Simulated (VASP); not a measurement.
Set up this calculation in VASP 6.6.1, as the native input.

```
Task                   : relaxation of cell and atoms
Functional             : PBE
Potentials or basis    : VASP PAW PBE potentials, release 64 (Ge_d, Pt)
Cutoff                 : 600 eV
k mesh                 : 6 × 6 × 4
Occupations            : gaussian, width 0.1 eV
Spin                   : no spin polarisation
Dipole correction      : no
Further INCAR settings : ALGO = Normal; EDIFF = 1e-06; IBRION = 2; EDIFFG = -0.04; NSW = 90; ISIF = 3
```

The structure of GePt lies in POSCAR:

```
GePt
1.0
    3.7376852845      0.0000000000      0.0000000000
    0.0000000000      3.7376852845      0.0000000000
    0.0000000000      0.0000000000      4.7228903730
Ge Pt
2 2
Direct
    0.0000000000      0.5000000000      0.2351000000
    0.5000000000      0.0000000000      0.7649000000
    0.0000000000      0.0000000000      0.0000000000
    0.5000000000      0.5000000000      0.0000000000
```

The input as run:

INCAR

```
SYSTEM = GePt
  PREC = Accurate
  ENCUT = 600
  EDIFF = 1E-6
  ISMEAR = 0
  SIGMA = 0.1
  LREAL = .FALSE.
  LASPH = .TRUE.
  NELM = 100
  ALGO = Normal
  ISIF = 3
  LWAVE = .FALSE.
  LCHARG = .FALSE.
  GGA = PE
  IBRION = 2
  NSW = 90
  EDIFFG = -0.04
```

KPOINTS

```
regular mesh
0
G
  6 6 4
  0 0 0
```

Potentials or basis: VASP PAW PBE potentials, release 64 (Ge_d, Pt).

Launch:

```sh
$ cat potpaw_PBE.64/Ge_d/POTCAR potpaw_PBE.64/Pt/POTCAR > POTCAR
$ mpirun -np 1 vasp_std > vasp.out
```

It gave:

| Quantity | Value |
| --- | --- |
| Relaxed volume | 21.23 Å³/atom |
| Relaxed cell | a = 3.929 Å, b = 3.929 Å, c = 5.499 Å, α = 90.00°, β = 90.00°, γ = 90.00° |
| Space group after relaxing (to 0.1 Å) | P4/nmm (No. 129) |
| Pressure after relaxing | 0.2 GPa |
| Largest force after relaxing | 0.038 eV/Å |
| Band gap on the k mesh | zero (bands 24 and 25 overlap by 2.39 eV) |

Caveat: the volume moved by over 15 % at a fixed basis, so the end points are rough; spin-orbit coupling is left out, which moves the levels of the heavy elements.

It took 6.9 min on 1 thread of Intel(R) Xeon(R) 6975P-C (Granite Rapids) (shared host), peak memory 0.23 GiB.
